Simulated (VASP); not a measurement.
# Li2V (I4/mmm) in VASP: single point with PBE

Aim: the single point of Li2V with PBE.

Everything below comes from runs of VASP 6.6.1. Logs are shortened: lines on timing, memory, paths and dates and some standing lists are left out, and cuts for length are marked.

### Step 1. The cell of the first run

It takes space group I4/mmm (No. 139, tetragonal). The conventional cell has a = 2.466 Å, b = 2.466 Å, c = 14.818 Å, α = 90.00°, β = 90.00°, γ = 90.00°. Li (site symmetry 4mm) has 8 Li at 2.47 to 3.13 Å and 4 V at 2.97 Å within 3.3 Å. Within 3.3 Å of V (site symmetry 4/mmm) lie 4 V at 2.47 Å and 8 Li at 2.97 Å.

### Step 2. Single point, PBE, collinear spin, ferromagnetic start

INCAR reads:

```
ALGO = Normal ; EDIFF = 1E-6
ENCUT = 520 ; GGA = PE
ISIF = 2 ; ISMEAR = 0
ISPIN = 2 ; LASPH = T
LCHARG = T ; LELF = T
LMAXMIX = 4 ; LORBIT = 11
LREAL = F ; LVHAR = T
LWAVE = F ; MAGMOM = 0 0 2.4
NBANDS = 20 ; NELM = 150
PREC = Accurate ; SIGMA = 0.1
```

KPOINTS reads:

```
k-points
0
Gamma
  6 6 6
```

POSCAR reads:

```
Li2V
1.0
   -1.2327652527      1.2327652527      7.4090833457
    1.2327652527     -1.2327652527      7.4090833457
    1.2327652527      1.2327652527     -7.4090833457
Li V
2 1
Direct
    0.6624768965      0.6624768965      0.0000000000
    0.3375231035      0.3375231035      0.0000000000
    0.0000000000      0.0000000000      0.0000000000
```

Potentials or basis: VASP PAW PBE potentials, release 64 (Li_sv, V_sv).

Run with:

```bash
$ cat potpaw_PBE.64/Li_sv/POTCAR potpaw_PBE.64/V_sv/POTCAR > POTCAR
$ mpirun -np 1 vasp_std > vasp.out
```

OUTCAR:

```text
EDIFF = 1E-6
   ENCUT = 520
   GGA = PE
   ISIF = 2
   ISMEAR = 0
   ISPIN = 2
   LASPH = T
   LORBIT = 11
   LREAL = F
   NELM = 150
   PREC = Accurate

 ion  position               nearest neighbor table
   1  0.662  0.662  0.000-
   2  0.338  0.338  0.000-
   3  0.000  0.000  0.000-

  LATTYP: Found a body centered tetragonal cell.
 ALAT       =     2.4655305054
 C/A-ratio  =     6.0101331778

  Lattice vectors:

 A1 = (  -1.2327652527,   1.2327652527,   7.4090833457)
 A2 = (   1.2327652527,  -1.2327652527,   7.4090833457)
 A3 = (   1.2327652527,   1.2327652527,  -7.4090833457)

Analysis of symmetry for initial positions (statically):
=====================================================================
 Subroutine PRICEL returns:
 Original cell was already a primitive cell.

 Routine SETGRP: Setting up the symmetry group for a
 body centered tetragonal supercell.

 Subroutine GETGRP returns: Found 16 space group operations
 (whereof 16 operations were pure point group operations)
 out of a pool of 16 trial point group operations.

The static configuration has the point symmetry D_4h.

Analysis of symmetry for dynamics (positions and initial velocities):
=====================================================================
 Subroutine PRICEL returns:
 Original cell was already a primitive cell.

 Routine SETGRP: Setting up the symmetry group for a
 body centered tetragonal supercell.

 Subroutine GETGRP returns: Found 16 space group operations
 (whereof 16 operations were pure point group operations)
 out of a pool of 16 trial point group operations.

The dynamic configuration has the point symmetry D_4h.

Analysis of structural, dynamic, and magnetic symmetry:
=====================================================================
 Subroutine PRICEL returns:
 Original cell was already a primitive cell.

 Routine SETGRP: Setting up the symmetry group for a
 body centered tetragonal supercell.

 Subroutine GETGRP returns: Found 16 space group operations
 (whereof 16 operations were pure point group operations)
 out of a pool of 16 trial point group operations.

The overall configuration has the point symmetry D_4h.

 Subroutine INISYM returns: Found 16 space group operations
 (whereof 16 operations are pure point group operations),
 and found     1 'primitive' translations

----------------------------------------------------------------------------------------

                                     Primitive cell
[... 112 lines left out ...]
     AMIX     =   0.40;   BMIX     =  1.00
     AMIX_MAG =   1.60;   BMIX_MAG =  1.00
  volume/ion in A,a.u.               =      15.01       101.31
  Fermi-wavevector in a.u.,A,eV,Ry     =   1.227809  2.320223 20.510999  1.507516
  Thomas-Fermi vector in A             =   2.362759
   LORBIT       =     11    0 simple, 1 ext, 2 COOP (PROOUT), +10 PAW based schemes
   GGA     = PE    functional components
   LHFCALC =     F    Hartree Fock is set to
   AEXX    =    0.0000 exact exchange contribution
   IVDW    =     0    specifies the selected vdW correction
   LEPSILON=     F    determine dielectric tensor
   LRPA    =     F    only Hartree local field effects (RPA)
 spin polarized calculation
 Gauss-broadening in eV      SIGMA  =   0.10
  energy-cutoff  :      520.00
  volume of cell :       45.04
 maximum number of plane-waves:      1252
 NGX is ok and might be reduce to    60
   NGX = 29   NGY = 29   NGZ = 29

 number of electron      19.0000005 magnetization       0.4052429

 Free energy of the ion-electron system (eV)
  ---------------------------------------------------
  ext. energy  EPLUGINS =         0.00000000
  ---------------------------------------------------
  free energy    TOTEN  =       -11.72725492 eV

  energy without entropy =      -11.71241569  energy(sigma->0) =      -11.71983531

 E-fermi :   3.7497     XC(G=0):  -9.3227

 val. band max:        3.7371188265   @ k =   0.5000   0.3333   0.0000
 cond. band min:       3.7591253864   @ k =  -0.3333   0.1667  -0.0000
 fundamental gap:      0.0220065599
 Fermi energy:         3.7497037999

 spin component 1

 k-point     1 :       0.0000    0.0000    0.0000
  band No.  band energies     occupation
      1     -60.2952      1.00000
      2     -42.0783      1.00000
      3     -42.0684      1.00000
      4     -34.1469      1.00000
      5     -33.5889      1.00000
      6     -33.5889      1.00000
[... 541 lines left out ...]
     19      18.5267      0.00000
     20      19.6030      0.00000

 [... further k-points ...]

 spin component 2

 k-point     1 :       0.0000    0.0000    0.0000
  band No.  band energies     occupation
      1     -59.9998      1.00000
      2     -42.0743      1.00000
      3     -42.0645      1.00000
      4     -33.8218      1.00000
      5     -33.3139      1.00000
      6     -33.3139      1.00000
[... 541 lines left out ...]
     19      18.6009      0.00000
     20      19.7266      0.00000

 [... further k-points ...]
[... 5 lines left out ...]
  --------------------------------------------------------------------------------------
  -------------------------------------------------------------------------------------
  Total        0.0162174      0.0162174     -0.0027138      0.0000000     -0.0000000     -0.0000000
  in kB        0.5769078      0.5769078     -0.0965391      0.0000000     -0.0000000     -0.0000000
  external PRESSURE =       0.3524255 kB  Pullay stress =       0.0000000 kB

 VOLUME and BASIS-vectors are now :
 -----------------------------------------------------------------------------
  energy-cutoff  :      520.00
  volume of cell :       45.04
      direct lattice vectors                 reciprocal lattice vectors
    -1.232765253  1.232765253  7.409083346     0.000000000  0.405592224  0.067484731
     1.232765253 -1.232765253  7.409083346     0.405592224  0.000000000  0.067484731
     1.232765253  1.232765253 -7.409083346     0.405592224  0.405592224  0.000000000

 POSITION                                       TOTAL-FORCE (eV/Angst)
 -----------------------------------------------------------------------------------
      0.00000      0.00000      9.81669         0.000000      0.000000     -0.001156
      0.00000      0.00000      5.00147        -0.000000     -0.000000      0.001156
      0.00000      0.00000      0.00000         0.000000      0.000000     -0.000000
 -----------------------------------------------------------------------------------
    total drift:                               -0.000000      0.000000     -0.000000

  FREE ENERGIE OF THE ION-ELECTRON SYSTEM (eV)
  ---------------------------------------------------
  free  energy   TOTEN  =       -11.7272549234 eV

  energy  without entropy=      -11.7124156916  energy(sigma->0) =      -11.71983531

 total charge

# of ion       s       p       d       tot
------------------------------------------
    1        2.043   0.068   0.000   2.111
    2        2.043   0.068   0.000   2.111
    3        2.328   6.130   3.110  11.568
--------------------------------------------------
tot          6.413   6.266   3.110  15.789

 magnetization (x)

# of ion       s       p       d       tot
------------------------------------------
    1       -0.000   0.003   0.000   0.003
    2       -0.000   0.003   0.000   0.003
    3        0.004   0.009   0.304   0.316
--------------------------------------------------
tot          0.003   0.014   0.304   0.321
```

It took 5.5 min on 1 thread of Intel Xeon Platinum 8559C (Emerald Rapids), shared host; peak memory 0.63 GiB.

Results:

| Item | Value |
| --- | --- |
| Free energy | -11.7273 eV |
| Net moment | 0.41 μB per cell |
| Site moments | Li +0.00; V +0.32 μB |
| Valence electrons inside the program's atomic spheres | Li 2.11; V 11.57 |

Levels at points of the mesh, in eV from the Fermi level:
Spin up:
```
           k point  band 7  band 8  band 9  band 10  band 11  band 12  band 13  band 14
(0.00, 0.00, 0.00)   -5.16   -2.80   -1.98    -1.91    -0.99     2.28     2.28     3.35
(0.50, 0.00, 0.00)   -1.82   -1.62   -0.63     0.27     0.97     1.56     2.44     2.59
(0.50, 0.50, 0.00)   -2.87   -0.46   -0.45     1.55     4.39     4.41     5.23     5.44
(0.50, 0.50, 0.50)   -5.10   -3.25   -1.91    -1.63    -0.70     2.28     2.28     3.35
```
Spin down:
```tsv
k point	band 6	band 7	band 8	band 9	band 10	band 11	band 12	band 13
(0.00, 0.00, 0.00)	-37.06	-5.05	-2.65	-1.91	-1.54	-0.70	2.50	2.50
(0.50, 0.00, 0.00)	-36.98	-1.66	-1.35	-0.37	0.35	1.05	1.74	2.67
(0.50, 0.50, 0.00)	-37.35	-2.74	-0.26	-0.25	1.94	4.46	4.80	5.30
(0.50, 0.50, 0.50)	-37.06	-4.98	-3.16	-1.54	-1.33	-0.61	2.50	2.50
```

Caveat: the k points lie up to 0.60 Å⁻¹ apart; the cutoff is under 1.25 times the usual one of these potentials, so pressure, stress and relaxed cells hold a basis-set (Pulay) error.
